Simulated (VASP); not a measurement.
# GaAs (I-4m2) in VASP: further runs

Aim: see how the results for GaAs move with the level of theory and the settings. Levels: PBE, r2SCAN. Tasks: single point.

Program: VASP 6.6.1. These are calculated values, not measurements. Logs are shortened: lines on timing, memory, paths and dates and some standing lists are left out, and cuts for length are marked.

## 1. The cell of the first run

It takes space group I-4m2 (No. 119, tetragonal). The conventional cell has a = 3.846 Å, b = 3.846 Å, c = 5.856 Å, α = 90.00°, β = 90.00°, γ = 90.00°. Ga (site symmetry -4m2) has 4 As at 2.42 Å within 3.2 Å. Within 3.2 Å of As (site symmetry -4m2) lie 4 Ga at 2.42 Å.

## 2. Single point, PBE (epitaxial xy strain -4.0%)

INCAR reads:

```
SYSTEM = GaAs
  PREC = Accurate
  ENCUT = 520
  EDIFF = 1E-6
  ISMEAR = 0
  SIGMA = 0.01
  LREAL = .False.
  LASPH = .True.
  NELM = 100
  ALGO = Normal
  ISIF = 2
  LWAVE = .False.
  LCHARG = .True.
  GGA = PE
  LELF = .True.
  LVHAR = .True.
  NBANDS = 16
```

KPOINTS reads:

```
Automatic mesh
0
Gamma
  4 4 4
  0 0 0
```

POSCAR reads:

```
GaAs
1.0
    0.0000000000      2.7197616916      2.9278579823
    2.7197616916      0.0000000000      2.9278579823
    2.7197616916      2.7197616916      0.0000000000
Ga As
1 1
Direct
    0.0000000000      0.0000000000      0.0000000000
    0.2500000000      0.2500000000      0.2500000000
```

Potentials or basis: VASP PAW PBE potentials, release 64 (Ga_d, As).

Started as:

```bash
cat potpaw_PBE.64/Ga_d/POTCAR potpaw_PBE.64/As/POTCAR > POTCAR
mpirun -np 1 vasp_std > vasp.out
```

OUTCAR:

```text
SYSTEM = GaAs
   PREC = Accurate
   ENCUT = 520
   EDIFF = 1E-6
   ISMEAR = 0
   LREAL = .False.
   LASPH = .True.
   NELM = 100
   ISIF = 2
   GGA = PE

 ion  position               nearest neighbor table
   1  0.000  0.000  0.000-   2 2.42   2 2.42   2 2.42   2 2.42
   2  0.250  0.250  0.250-   1 2.42   1 2.42   1 2.42   1 2.42

  LATTYP: Found a body centered tetragonal cell.
 ALAT       =     3.8463238707
 C/A-ratio  =     1.5224188502

  Lattice vectors:

 A1 = (  -2.7197616916,   0.0000000000,   2.9278579823)
 A2 = (   2.7197616916,   0.0000000000,   2.9278579823)
 A3 = (   0.0000000000,   2.7197616916,  -2.9278579823)

Analysis of symmetry for initial positions (statically):
=====================================================================
 Subroutine PRICEL returns:
 Original cell was already a primitive cell.

 Routine SETGRP: Setting up the symmetry group for a
 body centered tetragonal supercell.

 Subroutine GETGRP returns: Found  8 space group operations
 (whereof  8 operations were pure point group operations)
 out of a pool of 16 trial point group operations.

The static configuration has the point symmetry D_2d.

Analysis of symmetry for dynamics (positions and initial velocities):
=====================================================================
 Subroutine PRICEL returns:
 Original cell was already a primitive cell.

 Routine SETGRP: Setting up the symmetry group for a
 body centered tetragonal supercell.

 Subroutine GETGRP returns: Found  8 space group operations
 (whereof  8 operations were pure point group operations)
 out of a pool of 16 trial point group operations.

The dynamic configuration has the point symmetry D_2d.

 Subroutine INISYM returns: Found  8 space group operations
 (whereof  8 operations are pure point group operations),
 and found     1 'primitive' translations

----------------------------------------------------------------------------------------

                                     Primitive cell

  volume of cell :      43.3153

  direct lattice vectors                    reciprocal lattice vectors
     0.000000000  2.719761692  2.927857982    -0.183839636  0.183839636  0.170773310
     2.719761692  0.000000000  2.927857982     0.183839636 -0.183839636  0.170773310
     2.719761692  2.719761692  0.000000000     0.183839636  0.183839636 -0.170773310

  length of vectors
     3.996180179  3.996180179  3.846323871     0.311058752  0.311058752  0.311058752

[... 68 lines left out ...]
   EDIFF  = 0.1E-05   stopping-criterion for ELM
   LREAL  =      F    real-space projection
   EDIFFG = 0.1E-04   stopping-criterion for IOM
   NSW    =      0    number of steps for IOM
   IBRION =     -1    ionic relax: 0-MD 1-quasi-New 2-CG
   NFREE  =      0    steps in history (QN), initial steepest desc. (CG)
   ISIF   =      2    stress and relaxation
   ISYM   =      2    0-nonsym 1-usesym 2-fastsym
   POTIM  = 0.5000    time-step for ionic-motion
   TEBEG  =    0.0;   TEEND  =   0.0 temperature during run
   PSTRESS=    0.0 pullay stress
   NELECT =      18.0000    total number of electrons
   NUPDOWN=      -1.0000    fix difference up-down
   EMIN   =  10.00;   EMAX   =-10.00  energy-range for DOS
   EFERMI =   0.00;   METHOD = LEGACY
   ISMEAR =     0;   SIGMA  =   0.01  broadening in eV -4-tet -1-fermi 0-gaus
   EFERMI_NEDOS =   21; number of points for ismear=-14 and -15
   IALGO  =     38    algorithm
   IMIX   =      4    mixing-type and parameters
     AMIX     =   0.40;   BMIX     =  1.00
     AMIX_MAG =   1.60;   BMIX_MAG =  1.00
  volume/ion in A,a.u.               =      21.66       146.15
  Fermi-wavevector in a.u.,A,eV,Ry     =   1.221664  2.308610 20.306190  1.492463
  Thomas-Fermi vector in A             =   2.356838
   LORBIT       =      0    0 simple, 1 ext, 2 COOP (PROOUT), +10 PAW based schemes
   GGA     = PE    functional components
   LHFCALC =     F    Hartree Fock is set to
   AEXX    =    0.0000 exact exchange contribution
   IVDW    =     0    specifies the selected vdW correction
   LEPSILON=     F    determine dielectric tensor
   LRPA    =     F    only Hartree local field effects (RPA)
 non-spin polarized calculation
 Gauss-broadening in eV      SIGMA  =   0.01
  energy-cutoff  :      520.00
  volume of cell :       43.32
 maximum number of plane-waves:      1174
 NGX is ok and might be reduce to    30
   NGX = 15   NGY = 15   NGZ = 15

 number of electron      18.0000011 magnetization

 Free energy of the ion-electron system (eV)
  ---------------------------------------------------
  ext. energy  EPLUGINS =         0.00000000
  ---------------------------------------------------
  free energy    TOTEN  =        -7.97643349 eV

  energy without entropy =       -7.97643349  energy(sigma->0) =       -7.97643349

 E-fermi :   4.6825     XC(G=0):  -9.7587

 val. band max:        4.5497947795   @ k =   0.0000   0.0000   0.0000
 cond. band min:       5.1715405019   @ k =   0.0000   0.0000   0.0000
 fundamental gap:      0.6217457224
 Fermi energy:         4.6825113086

 k-point     1 :       0.0000    0.0000    0.0000
  band No.  band energies     occupation
      1     -10.5740      2.00000
      2     -10.5534      2.00000
      3     -10.5534      2.00000
      4     -10.4783      2.00000
      5     -10.4699      2.00000
      6      -8.6421      2.00000
[... 224 lines left out ...]
      3     -10.5129      2.00000
      4     -10.4941      2.00000
      5     -10.4598      2.00000
      6      -5.7845      2.00000
[... 8 lines left out ...]
     15      17.7814      0.00000
     16      18.7283      0.00000

------------------------ aborting loop because EDIFF is reached ----------------------------------------

  FORCE on cell =-STRESS in cart. coord.  units (eV):
  Direction    XX          YY          ZZ          XY          YZ          ZX
  --------------------------------------------------------------------------------------
  -------------------------------------------------------------------------------------
  Total        2.4181275      2.4181275      1.0065681      0.0000000      0.0000000      0.0000000
  in kB       89.4433514     89.4433514     37.2316280      0.0000000      0.0000000      0.0000000
  external PRESSURE =      72.0394436 kB  Pullay stress =       0.0000000 kB

 VOLUME and BASIS-vectors are now :
 -----------------------------------------------------------------------------
  energy-cutoff  :      520.00
  volume of cell :       43.32
      direct lattice vectors                 reciprocal lattice vectors
     0.000000000  2.719761692  2.927857982    -0.183839636  0.183839636  0.170773310
     2.719761692  0.000000000  2.927857982     0.183839636 -0.183839636  0.170773310
     2.719761692  2.719761692  0.000000000     0.183839636  0.183839636 -0.170773310

 POSITION                                       TOTAL-FORCE (eV/Angst)
 -----------------------------------------------------------------------------------
      0.00000      0.00000      0.00000         0.000000      0.000000      0.000000
      1.35988      1.35988      1.46393        -0.000000     -0.000000     -0.000000
 -----------------------------------------------------------------------------------
    total drift:                                0.000001      0.000001      0.000002

  FREE ENERGIE OF THE ION-ELECTRON SYSTEM (eV)
  ---------------------------------------------------
  free  energy   TOTEN  =        -7.9764334889 eV

  energy  without entropy=       -7.9764334889  energy(sigma->0) =       -7.97643349
```

OSZICAR:

```text
N       E                     dE             d eps       ncg     rms          rms(c)
DAV:   1     0.783727731997E+02    0.78373E+02   -0.88947E+03   432   0.160E+03
DAV:   2    -0.211741659043E+01   -0.80490E+02   -0.75988E+02   448   0.303E+02
DAV:   3    -0.808397701816E+01   -0.59666E+01   -0.59446E+01   504   0.642E+01
DAV:   4    -0.817202774586E+01   -0.88051E-01   -0.88037E-01   520   0.845E+00
DAV:   5    -0.817349291331E+01   -0.14652E-02   -0.14651E-02   512   0.963E-01    0.310E+00
DAV:   6    -0.800014660413E+01    0.17335E+00   -0.24154E-01   616   0.871E+00    0.188E+00
DAV:   7    -0.797438751471E+01    0.25759E-01   -0.84267E-02   528   0.209E+00    0.594E-01
DAV:   8    -0.797574867501E+01   -0.13612E-02   -0.12638E-02   536   0.128E+00    0.138E-01
DAV:   9    -0.797628458379E+01   -0.53591E-03   -0.11629E-03   448   0.397E-01    0.500E-02
DAV:  10    -0.797637221844E+01   -0.87635E-04   -0.95013E-05   616   0.108E-01    0.279E-02
DAV:  11    -0.797643331863E+01   -0.61100E-04   -0.83039E-05   440   0.702E-02    0.315E-03
DAV:  12    -0.797643348893E+01   -0.17030E-06   -0.14576E-06   520   0.164E-02
   1 F= -.79764335E+01 E0= -.79764335E+01  d E =-.563615E-80
```

stdout:

```text
POSCAR found type information on POSCAR GaAs
 POSCAR found :  2 types and       2 ions
 scaLAPACK will be used
 LDA part: xc-table for (Slater+PW92), standard interpolation
 POSCAR, INCAR and KPOINTS ok, starting setup
 FFT: planning ... GRIDC
 FFT: planning ... GRID_SOFT
 FFT: planning ... GRID
 WAVECAR not read
 entering main loop
```

It took 11 s on 1 thread of Intel Xeon 6975P-C (Granite Rapids), shared host; peak memory 0.16 GiB.

Results:

```
Free energy            : -7.9764 eV
Pressure               : 7.2 GPa
Band gap on the k mesh : 0.62 eV
```

Caveat: the k points lie up to 0.49 Å⁻¹ apart; the cell differs from its parent crystal (epitaxial xy strain -4.0%).

## 3. Single point, PBE (epitaxial xy strain +3.0%)

INCAR reads:

```
  ALGO = Normal
  EDIFF = 1E-7
  ENCUT = 520
  GGA = PE
  ISIF = 2
  ISMEAR = -1
  LASPH = T
  LCHARG = F
  LREAL = F
  LWAVE = F
  NBANDS = 16
  NELM = 60
  PREC = Accurate
  SIGMA = 0.02
```

KPOINTS reads:

```
k-points
0
Gamma
  8 8 8
```

POSCAR reads:

```
GaAs
1.0
    0.0000000000      2.9180776483      2.7593695201
    2.9180776483      0.0000000000      2.7593695201
    2.9180776483      2.9180776483      0.0000000000
Ga As
1 1
Direct
    0.0000000000      0.0000000000      0.0000000000
    0.2500000000      0.2500000000      0.2500000000
```

Potentials or basis: VASP PAW PBE potentials, release 64 (Ga_d, As).

Started as:

```bash
cat potpaw_PBE.64/Ga_d/POTCAR potpaw_PBE.64/As/POTCAR > POTCAR
mpirun -np 1 vasp_std > vasp.out
```

Run time: 35 s. Hardware: 1 thread of Intel Xeon 6975P-C (Granite Rapids), shared host; peak memory 0.2 GiB.

It converged, with:

- Free energy: -8.2536 eV
- Pressure: 0.7 GPa
- Band gap on the k mesh: 0.02 eV

Stress tensor (GPa, compression positive):
```
-0.27  0.00  0.00
 0.00 -0.27  0.00
 0.00  0.00  2.62
```

Levels at points of the mesh, in eV from the valence-band top:
```tsv
k point	band 7	band 8	band 9	band 10	band 11	band 12
(0.00, 0.00, 0.00)	-0.28	-0.28	0.00	0.02	3.45	3.60
(0.50, 0.00, 0.00)	-6.61	-1.48	-1.06	0.66	4.26	4.66
(0.50, 0.50, 0.00)	-6.61	-2.96	-2.96	1.15	1.15	9.68
(0.50, 0.00, 0.50)	-6.93	-2.62	-2.58	1.46	1.66	9.37
```

Caveat: the cell differs from its parent crystal (epitaxial xy strain +3.0%).

## 4. Single point, r2SCAN (epitaxial xy strain +3.0%)

POSCAR is that of step 3.

INCAR.step1 reads:

```
SYSTEM = GaAs
  PREC = Accurate
  ENCUT = 520
  ISMEAR = -1
  SIGMA = 0.02
  LREAL = .FALSE.
  LASPH = .TRUE.
  NELM = 80
  NBANDS = 16
  GGA = PE
  ALGO = Normal
  EDIFF = 1E-4
  LWAVE = .TRUE.
  LCHARG = .FALSE.
```

INCAR.step2 reads:

```
SYSTEM = GaAs
  PREC = Accurate
  ENCUT = 520
  EDIFF = 1E-6
  ISMEAR = -1
  SIGMA = 0.02
  LREAL = .FALSE.
  LASPH = .TRUE.
  NELM = 80
  ALGO = Normal
  ISIF = 2
  LWAVE = .FALSE.
  LCHARG = .TRUE.
  METAGGA = R2SCAN
  LMIXTAU = .TRUE.
  LELF = .TRUE.
  LVHAR = .TRUE.
  NBANDS = 16
  ISTART = 1
```

KPOINTS reads:

```
Automatic mesh
0
G
  8 8 8
  0 0 0
```

Started as:

```bash
cat potpaw_PBE.64/Ga_d/POTCAR potpaw_PBE.64/As/POTCAR > POTCAR
cp INCAR.step1 INCAR
mpirun -np 1 vasp_std > vasp.out
cp INCAR.step2 INCAR
mpirun -np 1 vasp_std > vasp.out
```

It took 90 s on 1 thread of Intel Xeon 6975P-C (Granite Rapids), shared host; peak memory 0.2 GiB.

Results (log left out):

```yaml
Free_energy: -27.0244 eV
Pressure: -2.1 GPa
Band_gap_on_the_k_mesh: 0.46 eV
```

Stress tensor (GPa, compression positive):
```
-3.27  0.00  0.00
 0.00 -3.27  0.00
 0.00  0.00  0.10
```

Levels at points of the mesh, in eV from the valence-band top:
```csv
k point,band 7,band 8,band 9,band 10,band 11,band 12
"(0.00, 0.00, 0.00)",-0.30,-0.30,0.00,0.46,3.74,3.91
"(0.50, 0.00, 0.00)",-6.79,-1.53,-1.10,1.00,4.60,5.02
"(0.50, 0.50, 0.00)",-6.78,-3.07,-3.07,1.41,1.41,10.34
"(0.50, 0.00, 0.50)",-7.11,-2.71,-2.68,1.75,1.95,10.03
```

Caveat: the cell differs from its parent crystal (epitaxial xy strain +3.0%); the PAW data sets were made with another functional, which shifts forces and pressure a little.

## 5. The runs side by side

```tsv
level	cell	k mesh	smearing	gap on the mesh (eV)	pressure (GPa)
PBE	a = 3.996, b = 3.996, c = 3.846 Å, angles 61.2, 61.2, 57.5°, 2 atoms	4 × 4 × 4	gaussian 0.01 eV	0.62	7.2
PBE	a = 4.016, b = 4.016, c = 4.127 Å, angles 59.1, 59.1, 61.8°, 2 atoms	8 × 8 × 8	fermi-dirac 0.02 eV	0.02	0.7
r2SCAN	a = 4.016, b = 4.016, c = 4.127 Å, angles 59.1, 59.1, 61.8°, 2 atoms	8 × 8 × 8	fermi-dirac 0.02 eV	0.46	-2.1
```

Alike in all rows: task single point; potentials or basis VASP PAW PBE potentials, release 64 (Ga_d, As); no spin polarisation; cutoff (eV) 520.

Caveats: some runs use coarse meshes; the PAW data sets were made with another functional, which shifts forces and pressure a little (at least some runs).

Total energies depend on the potentials used, so only differences within one code and one set of settings carry meaning.
